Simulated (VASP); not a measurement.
# P2O (antifluorite type) (Fm-3m) in VASP: further runs, part 2 of 3

VASP 6.6.1. The steps go on from the part before.

## Step 4: Single point, PBE

This run uses another cell than the first one, of 13.07 Å³/atom.

Contents of INCAR:

```
SYSTEM = P2O
PREC = Accurate
ENCUT = 520
EDIFF = 1E-7
ISMEAR = -1
SIGMA = 0.06122561905347299
LREAL = .FALSE.
LASPH = .TRUE.
NELM = 60
ALGO = Normal
ISIF = 2
LWAVE = .FALSE.
LCHARG = .FALSE.
GGA = PE
NBANDS = 15
```

Contents of KPOINTS:

```
regular mesh
0
G
  18 18 18
  0 0 0
```

Contents of POSCAR:

```
P2O
1.0
    0.0000000000      2.6965160286      2.6965160286
    2.6965160286      0.0000000000      2.6965160286
    2.6965160286      2.6965160286      0.0000000000
P O
2 1
Direct
    0.2500000000      0.2500000000      0.2500000000
    0.7500000000      0.7500000000      0.7500000000
    0.0000000000      0.0000000000      0.0000000000
```

Potentials or basis: VASP PAW PBE potentials, release 64 (P, O).

On the command line:

```bash
$ cat potpaw_PBE.64/P/POTCAR potpaw_PBE.64/O/POTCAR > POTCAR
$ mpirun -np 1 vasp_std > vasp.out
```

OUTCAR:

```text
SYSTEM = P2O
   PREC = Accurate
   ENCUT = 520
   EDIFF = 1E-7
   ISMEAR = -1
   LREAL = .FALSE.
   LASPH = .TRUE.
   NELM = 60
   ISIF = 2
   GGA = PE

 ion  position               nearest neighbor table
   1  0.250  0.250  0.250-   3 2.34   3 2.34   3 2.34   3 2.34   2 2.70   2 2.70   2 2.70   2 2.70
                             2 2.70   2 2.70
   2  0.750  0.750  0.750-   3 2.34   3 2.34   3 2.34   3 2.34   1 2.70   1 2.70   1 2.70   1 2.70
                             1 2.70   1 2.70
   3  0.000  0.000  0.000-   1 2.34   2 2.34   2 2.34   2 2.34   2 2.34   1 2.34   1 2.34   1 2.34

  LATTYP: Found a face centered cubic cell.
 ALAT       =     5.3930320572

  Lattice vectors:

 A1 = (   0.0000000000,   2.6965160286,   2.6965160286)
 A2 = (   2.6965160286,   0.0000000000,   2.6965160286)
 A3 = (   2.6965160286,   2.6965160286,   0.0000000000)

Analysis of symmetry for initial positions (statically):
=====================================================================
 Subroutine PRICEL returns:
 Original cell was already a primitive cell.

 Routine SETGRP: Setting up the symmetry group for a
 face centered cubic supercell.

 Subroutine GETGRP returns: Found 48 space group operations
 (whereof 48 operations were pure point group operations)
 out of a pool of 48 trial point group operations.

The static configuration has the point symmetry O_h .

Analysis of symmetry for dynamics (positions and initial velocities):
=====================================================================
 Subroutine PRICEL returns:
 Original cell was already a primitive cell.

 Routine SETGRP: Setting up the symmetry group for a
 face centered cubic supercell.

 Subroutine GETGRP returns: Found 48 space group operations
 (whereof 48 operations were pure point group operations)
 out of a pool of 48 trial point group operations.

The dynamic configuration has the point symmetry O_h .

 Subroutine INISYM returns: Found 48 space group operations
 (whereof 48 operations are pure point group operations),
 and found     1 'primitive' translations

----------------------------------------------------------------------------------------

                                     Primitive cell

  volume of cell :      39.2138

  direct lattice vectors                    reciprocal lattice vectors
     0.000000000  2.696516029  2.696516029    -0.185424449  0.185424449  0.185424449
     2.696516029  0.000000000  2.696516029     0.185424449 -0.185424449  0.185424449
     2.696516029  2.696516029  0.000000000     0.185424449  0.185424449 -0.185424449

  length of vectors
     3.813449539  3.813449539  3.813449539     0.321164567  0.321164567  0.321164567

  position of ions in fractional coordinates (direct lattice)
     0.250000000  0.250000000  0.250000000
     0.750000000  0.750000000  0.750000000
     0.000000000  0.000000000  0.000000000

  ion indices of the primitive-cell ions
   primitive index   ion index
                 1           1
                 2           2
                 3           3

----------------------------------------------------------------------------------------

 KPOINTS: regular mesh

Automatic generation of k-mesh.
 Grid dimensions read from file:
 generate k-points for:   18   18   18

 Generating k-lattice:

  Cartesian coordinates                     Fractional coordinates (reciprocal lattice)
[... 44 lines left out ...]
   total plane-waves  NPLWV =  21952
   dimension x,y,z NGX =    28 NGY =   28 NGZ =   28
   dimension x,y,z NGXF=    56 NGYF=   56 NGZF=   56
   ions per type =               2   1
   NGX,Y,Z   is equivalent  to a cutoff of  12.21, 12.21, 12.21 a.u.
   NGXF,Y,Z  is equivalent  to a cutoff of  24.41, 24.41, 24.41 a.u.
 SYSTEM =  P2O
   PREC   = accura    normal or accurate (medium, high low for compatibility)
   ISTART =      0    job   : 0-new  1-cont  2-samecut
   ICHARG =      2    charge: 1-file 2-atom 10-const
   ISPIN  =      1    spin polarized calculation?
   LNONCOLLINEAR =      F non collinear calculations
   LSORBIT =      F    spin-orbit coupling
   LASPH  =      T    aspherical Exc in radial PAW
   ENCUT  =  520.0 eV  38.22 Ry    6.18 a.u.   7.09  7.09  7.09*2*pi/ulx,y,z
   NELM   =     60;   NELMIN=  2; NELMDL= -5     # of ELM steps
   EDIFF  = 0.1E-06   stopping-criterion for ELM
   LREAL  =      F    real-space projection
   EDIFFG = 0.1E-05   stopping-criterion for IOM
   NSW    =      0    number of steps for IOM
   IBRION =     -1    ionic relax: 0-MD 1-quasi-New 2-CG
   NFREE  =      0    steps in history (QN), initial steepest desc. (CG)
   ISIF   =      2    stress and relaxation
   ISYM   =      2    0-nonsym 1-usesym 2-fastsym
   POTIM  = 0.5000    time-step for ionic-motion
   TEBEG  =    0.0;   TEEND  =   0.0 temperature during run
   PSTRESS=    0.0 pullay stress
   NELECT =      16.0000    total number of electrons
   NUPDOWN=      -1.0000    fix difference up-down
   EMIN   =  10.00;   EMAX   =-10.00  energy-range for DOS
   EFERMI =   0.00;   METHOD = LEGACY
   ISMEAR =    -1;   SIGMA  =   0.06  broadening in eV -4-tet -1-fermi 0-gaus
   EFERMI_NEDOS =   21; number of points for ismear=-14 and -15
   IALGO  =     38    algorithm
   IMIX   =      4    mixing-type and parameters
     AMIX     =   0.40;   BMIX     =  1.00
     AMIX_MAG =   1.60;   BMIX_MAG =  1.00
  volume/ion in A,a.u.               =      13.07        88.21
  Fermi-wavevector in a.u.,A,eV,Ry     =   1.214232  2.294567 20.059890  1.474360
  Thomas-Fermi vector in A             =   2.349659
   LORBIT       =      0    0 simple, 1 ext, 2 COOP (PROOUT), +10 PAW based schemes
   GGA     = PE    functional components
   LHFCALC =     F    Hartree Fock is set to
   AEXX    =    0.0000 exact exchange contribution
   IVDW    =     0    specifies the selected vdW correction
   LEPSILON=     F    determine dielectric tensor
   LRPA    =     F    only Hartree local field effects (RPA)
 non-spin polarized calculation
  energy-cutoff  :      520.00
  volume of cell :       39.21
 maximum number of plane-waves:      1069
   NGX = 15   NGY = 15   NGZ = 15

 number of electron      15.9999997 magnetization

 Free energy of the ion-electron system (eV)
  ---------------------------------------------------
  ext. energy  EPLUGINS =         0.00000000
  ---------------------------------------------------
  free energy    TOTEN  =       -12.86875906 eV

  energy without entropy =      -12.84650926  energy(sigma->0) =      -12.85763416

 E-fermi :   7.6549     XC(G=0): -11.1900

 val. band max:        7.6389292442   @ k =   0.3889   0.2778   0.1111
 cond. band min:       7.6667520950   @ k =  -0.4444   0.1667   0.0000
 fundamental gap:      0.0278228508
 Fermi energy:         7.6548654921

 k-point     1 :       0.0000    0.0000    0.0000
  band No.  band energies     occupation
      1     -12.2267      2.00000
      2      -3.5165      2.00000
      3       2.7562      2.00000
      4       2.8983      2.00000
      5       2.8983      2.00000
      6       2.8983      2.00000
      7       5.2104      2.00000
      8       5.2104      2.00000
      9       5.2104      2.00000
     10      11.1968      0.00000
     11      11.1968      0.00000
     12      11.1968      0.00000
     13      14.0148      0.00000
     14      14.0148      0.00000
[... 401 lines left out ...]
      2      -3.9300      2.00000
      3      -0.2435      2.00000
      4       2.2644      2.00000
      5       2.4811      2.00000
      6       3.9588      2.00000
      7       5.9547      2.00000
      8       6.1784      2.00000
      9       8.0715      0.00221
     10       9.3034      0.00000
     11       9.8231      0.00000
     12      11.1711      0.00000
     13      16.1366      0.00000
     14      17.0816      0.00000
     15      17.7382      0.00000

 [... further k-points ...]

------------------------ aborting loop because EDIFF is reached ----------------------------------------

  FORCE on cell =-STRESS in cart. coord.  units (eV):
  Direction    XX          YY          ZZ          XY          YZ          ZX
  --------------------------------------------------------------------------------------
  -------------------------------------------------------------------------------------
  Total        0.4712090      0.4712090      0.4712090      0.0000000     -0.0000000      0.0000000
  in kB       19.2524107     19.2524107     19.2524107      0.0000000     -0.0000000      0.0000000
  external PRESSURE =      19.2524107 kB  Pullay stress =       0.0000000 kB

 VOLUME and BASIS-vectors are now :
 -----------------------------------------------------------------------------
  energy-cutoff  :      520.00
  volume of cell :       39.21
      direct lattice vectors                 reciprocal lattice vectors
     0.000000000  2.696516029  2.696516029    -0.185424449  0.185424449  0.185424449
     2.696516029  0.000000000  2.696516029     0.185424449 -0.185424449  0.185424449
     2.696516029  2.696516029  0.000000000     0.185424449  0.185424449 -0.185424449

 POSITION                                       TOTAL-FORCE (eV/Angst)
 -----------------------------------------------------------------------------------
      1.34826      1.34826      1.34826        -0.000000     -0.000000     -0.000000
      4.04477      4.04477      4.04477         0.000000      0.000000      0.000000
      0.00000      0.00000      0.00000        -0.000000     -0.000000      0.000000
 -----------------------------------------------------------------------------------
    total drift:                               -0.000000     -0.000000      0.000000

  FREE ENERGIE OF THE ION-ELECTRON SYSTEM (eV)
  ---------------------------------------------------
  free  energy   TOTEN  =       -12.8687590624 eV

  energy  without entropy=      -12.8465092582  energy(sigma->0) =      -12.85763416
```

stdout:

```text
POSCAR found type information on POSCAR P O
 POSCAR found :  2 types and       3 ions
 scaLAPACK will be used
 LDA part: xc-table for (Slater+PW92), standard interpolation
 POSCAR, INCAR and KPOINTS ok, starting setup
 FFT: planning ... GRIDC
 FFT: planning ... GRID_SOFT
 FFT: planning ... GRID
 WAVECAR not read
 entering main loop
```

Wall time 56 s (1 thread of AMD EPYC 9R45 (Zen 5), shared host); peak memory 0.19 GiB.

Results:

```
Free energy            : -12.8688 eV
Pressure               : 1.9 GPa
Band gap on the k mesh : zero (bands 8 and 9 overlap by 3.28 eV)
```

Levels at points of the mesh, in eV from the Fermi level:
```
           k point  band 5  band 6  band 7  band 8  band 9  band 10  band 11  band 12
(0.00, 0.00, 0.00)   -4.76   -4.76   -2.44   -2.44   -2.44     3.54     3.54     3.54
(0.50, 0.00, 0.00)   -5.67   -1.58   -1.46   -1.46    0.73     2.10     2.10     2.17
(0.50, 0.50, 0.00)   -7.12   -5.00   -1.06    0.84    0.84     4.71     4.71     5.65
```

(Part 2 of 3 ends here.)

The gap in the log of VASP goes by the Fermi energy; the results here count the filled bands.